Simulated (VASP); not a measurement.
Write the native input for VASP 6.6.1 that does the following.

```
Task                      : relaxation of the atoms
Functional                : PBE
Dispersion                : D3(BJ)
Potentials or basis       : VASP PAW PBE potentials, release 64 (B, N)
Cutoff                    : 520 eV
k mesh                    : 12 × 12 × 1
Occupations               : gaussian, width 0.05 eV
Spin                      : no spin polarisation
Dipole correction         : yes
Atoms held fixed (from 0) : [0, 3]
Further INCAR settings    : ALGO = Normal; EDIFF = 1e-07; IBRION = 2; EDIFFG = -0.03; NSW = 90
```

The structure of BN lies in POSCAR:

```
BN
1.0
    2.5061138139      0.0000000000      0.0000000000
   -1.2530569069      2.1703582276      0.0000000000
    0.0000000000      0.0000000000     23.5926876535
B N
3 3
Selective dynamics
Direct
    0.6666666667      0.3333333333      0.3602811229  F F F
    0.3333333333      0.6666666667      0.4999381134  T T T
    0.0000000000      0.0000000000      0.6395951040  T T T
    0.3333333333      0.6666666667      0.3604048960  F F F
    0.0000000000      0.0000000000      0.5000618866  T T T
    0.6666666667      0.3333333333      0.6397188771  T T T
```

The input as run:

INCAR

```
PREC = Accurate
ENCUT = 520
EDIFF = 1E-7
ISMEAR = 0
SIGMA = 0.05
LREAL = F
LASPH = T
NELM = 80
ALGO = Normal
ISIF = 2
LWAVE = F
LCHARG = F
LDIPOL = T
IDIPOL = 3
DIPOL = 0.5 0.5 0.500
GGA = PE
IVDW = 12
IBRION = 2
NSW = 90
EDIFFG = -0.03
```

KPOINTS

```
regular mesh
0
Gamma
  12 12 1
```

Potentials or basis: VASP PAW PBE potentials, release 64 (B, N).

Run with:

```bash
$ cat potpaw_PBE.64/B/POTCAR potpaw_PBE.64/N/POTCAR > POTCAR
$ mpirun -np 1 vasp_std > vasp.out
```

Results of the run:

The energy gained by relaxing is 0.0 meV/atom and the ionic steps are 2. The band gap on the k mesh is 4.26 eV, indirect (least direct gap 4.39 eV) and the dispersion energy per atom is -0.118 eV.

Wall time 2.5 min on 1 thread of AMD EPYC 7R13 (shared host), peak memory 0.24 GiB.
